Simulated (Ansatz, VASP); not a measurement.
# One calculation of BaTe, two programs

```xyz
4
Lattice="2.4968 1.4415 8.1937 -2.4968 1.4415 8.1937 0.0000 -2.8830 8.1937" Properties=species:S:1:pos:R:3 pbc="T T T"
Ba    0.0000    0.0000    0.0016
Ba    0.0000    0.0000   12.2925
Te    0.0000    0.0000    6.1380
Te    0.0000    0.0000   18.4398
```

Alike in both runs: functional PBE; k mesh 6 × 6 × 6; occupations gaussian, width 0.1 eV; no spin polarisation.

Ansatz relaxed the structure, and its values are those at the end. VASP's run is a single point on that final structure, the one shown.

|  | VASP | Ansatz |
| --- | --- | --- |
| version | VASP 6.6.1 | Ansatz 0.2.0 |
| potentials or method | VASP PAW PBE potentials, release 64 (Ba_sv, Te), cutoff 520 eV | scalar-relativistic, plane waves, PAW |
| valence electrons in the cell | 32 | 52 |

```csv
,VASP,Ansatz,Ansatz less VASP
gap on the k mesh at the Fermi level (eV),1.58,1.66,+0.077
least direct gap on the mesh (eV),1.96,2.01,+0.049
pressure (GPa),0.2,-0.1,-0.30
rms of the force components (eV/Å),0.011,0.010,-0.0003
```

The functional is the same, so the differences come from potentials, cutoffs and numerics. VASP's potentials hold 32 valence electrons a cell and Ansatz's 52, so a difference there can come from the potentials and not from the codes.

Neither program's run includes spin-orbit coupling.
